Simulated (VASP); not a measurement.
A run of VASP 6.6.1 is set up as follows.

Contents of POSCAR:

```
TiO2
1.0
    4.5968462420      0.0000000000      0.0000000000
    0.0000000000      4.5968462420      0.0000000000
    0.0000000000      0.0000000000      2.9535012919
Ti O
2 4
Direct
    0.0000000000      0.0000000000      0.0000000000
    0.5000000000      0.5000000000      0.5000000000
    0.3046429943      0.3046429943      0.0000000000
    0.1953570057      0.8046429943      0.5000000000
    0.6953570057      0.6953570057      0.0000000000
    0.8046429943      0.1953570057      0.5000000000
```

INCAR.step1

```
PREC = Accurate
ENCUT = 520
ISMEAR = -1
SIGMA = 0.02
LREAL = False
LASPH = True
NELM = 80
NBANDS = 33
GGA = PE
ALGO = Normal
EDIFF = 1E-4
LWAVE = True
LCHARG = False
```

File INCAR.step2:

```
PREC = Accurate
ENCUT = 520
EDIFF = 1E-7
ISMEAR = -1
SIGMA = 0.02
LREAL = False
LASPH = True
NELM = 80
ALGO = Normal
ISIF = 2
LWAVE = False
LCHARG = False
METAGGA = R2SCAN
LMIXTAU = True
NBANDS = 33
ISTART = 1
```

Contents of KPOINTS:

```
regular mesh
0
Gamma
  6 6 8
```

Potentials or basis: VASP PAW PBE potentials, release 64 (Ti_sv, O).

Launch:

```console
$ cat potpaw_PBE.64/Ti_sv/POTCAR potpaw_PBE.64/O/POTCAR > POTCAR
$ cp INCAR.step1 INCAR
$ mpirun -np 1 vasp_std > vasp.out
$ cp INCAR.step2 INCAR
$ mpirun -np 1 vasp_std > vasp.out
```

Question: Estimate the band gap on the k mesh.

Answer: 2.23 eV.

Question: Estimate the largest force.

Answer: 0.038 eV/Å.

Stress tensor (GPa, compression positive):
```
1.03 0.00 0.00
0.00 1.03 0.00
0.00 0.00 1.76
```

Caveat: the PAW data sets were made with another functional, which shifts forces and pressure a little. A k mesh can miss the band edges.
